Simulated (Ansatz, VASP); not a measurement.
**Ga in VASP and in Ansatz**

Contents of POSCAR:

```
Ga
1.0
   -1.3829400000      1.3829400000      2.2958700000
    1.3829400000     -1.3829400000      2.2958700000
    1.3829400000      1.3829400000     -2.2958700000
Ga
1
Direct
    0.0000000000      0.0000000000      0.0000000000
```

The input INCAR.step1:

```
SYSTEM = Ga
PREC     = Accurate       ! precision mode
ENCUT    = 520            ! plane-wave cutoff, eV
ISMEAR   = 0              ! smearing method
SIGMA    = 0.15           ! smearing width, eV
LREAL    = .False.        ! projectors in reciprocal space
LASPH    = .True.         ! aspherical terms in the spheres
NELM     = 100            ! most SCF steps
NBANDS   = 12             ! bands
GGA      = PE             ! functional
ALGO     = Normal         ! electronic algorithm
EDIFF    = 1E-4           ! SCF threshold, eV
LWAVE    = .True.         ! write WAVECAR
LCHARG   = .False.        ! write CHGCAR
```

Contents of INCAR.step2:

```
SYSTEM = Ga
PREC     = Accurate       ! precision mode
ENCUT    = 520            ! plane-wave cutoff, eV
EDIFF    = 1E-6           ! SCF threshold, eV
ISMEAR   = 0              ! smearing method
SIGMA    = 0.15           ! smearing width, eV
LREAL    = .False.        ! projectors in reciprocal space
LASPH    = .True.         ! aspherical terms in the spheres
NELM     = 100            ! most SCF steps
ALGO     = Normal         ! electronic algorithm
ISIF     = 2              ! what is computed and relaxed
LWAVE    = .False.        ! write WAVECAR
LCHARG   = .False.        ! write CHGCAR
METAGGA  = R2SCAN         ! meta-GGA
LMIXTAU  = .True.       
NBANDS   = 12             ! bands
ISTART   = 1
```

The input KPOINTS:

```
Automatic mesh
0
Gamma
  24 24 24
  0 0 0
```

Input for Ansatz:

```yaml
crystal:
  lattice:
    - [-1.38294, 1.38294, 2.29587]
    - [1.38294, -1.38294, 2.29587]
    - [1.38294, 1.38294, -2.29587]
  atoms:
    - { symbol: Ga, position: [0.0, 0.0, 0.0] }
basis:
  ecutwfc: 500
kpoints:
  mp_grid: { grid: [24, 24, 24] }
hamiltonian:
  xc: r2scan
scf:
  occupations: { method: gaussian, width: 0.15 }
output:
  forces: true
  stress: true
  eigenvalues: true
```

Change from the starting cell: strain -0.015 along x and y, +0.030 along z, atoms carried along.

Alike in both runs: task single point; functional r2SCAN; k mesh 24 × 24 × 24; occupations gaussian, width 0.15 eV; no spin polarisation.

|  | VASP | Ansatz |
| --- | --- | --- |
| version | VASP 6.6.1 | Ansatz 0.2.0 |
| potentials or method | VASP PAW PBE potentials, release 64 (Ga_d), cutoff 520 eV | scalar-relativistic, plane waves, PAW |
| valence electrons in the cell | 13 | 13 |

Ansatz gave:

```
gap on the k mesh at the Fermi level (eV)                     : none
pressure (GPa)                                                : 1.1
traceless stress, the component that is largest in VASP (GPa) : -0.50
```

**Question.** Estimate VASP's values.

**Answer.** gap on the k mesh at the Fermi level (eV): none; pressure (GPa): 1.1; traceless stress, the component that is largest in VASP (GPa): -0.51.

VASP's potentials were made for PBE, not for r2SCAN. A gap of «none» marks a metal or a gap that the smearing closes. With one functional, cell and mesh, what is left measures potentials, basis and numerics.
